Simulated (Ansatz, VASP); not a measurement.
**Two plane-wave programs on GaC18**

```
C Ga
1.0
     7.39800    0.00000    0.00000
    -3.69900    6.40686    0.00000
     0.00000    0.00000   11.00000
C Ga
18 1
Direct
  0.99617 0.99259 0.08960
  0.21792 0.10268 0.08986
  0.99520 0.32547 0.08988
  0.21714 0.43646 0.09034
  0.99620 0.65923 0.08966
  0.21795 0.77087 0.08983
  0.32957 0.99259 0.08961
  0.55176 0.10370 0.08963
  0.32891 0.32467 0.09032
  0.55247 0.43646 0.09034
  0.32891 0.65994 0.09029
  0.55242 0.77168 0.09023
  0.66337 0.99359 0.08980
  0.88510 0.10370 0.08963
  0.66342 0.32547 0.08988
  0.88511 0.43707 0.08963
  0.66418 0.65993 0.09029
  0.88608 0.77087 0.08983
  0.44085 0.54853 0.28771
```

Alike in both runs: functional PBE; k mesh 2 × 2 × 1; occupations gaussian, width 0.05 eV; collinear spin.

Ansatz relaxed the structure, and its values are those at the end. VASP's run is a single point on that final structure, the one shown.

```csv
,VASP,Ansatz
version,VASP 6.6.1,Ansatz 0.2.0
potentials or method,"VASP PAW PBE potentials, release 64 (C, Ga_d), cutoff 520 eV","scalar-relativistic, plane waves, PAW"
valence electrons in the cell,85,85
```

|  | VASP | Ansatz | Ansatz less VASP |
| --- | --- | --- | --- |
| rms of the force components (eV/Å) | 0.009 | 0.008 | -0.0010 |
| net moment per atom (μB) | 0.00 | 0.00 | 0.000 |

Ansatz's warnings: filled band counts differ across k points, seeded moment not kept, xc potential rough in thin density.

The k mesh is coarse, so the values compare programs but aren't converged.
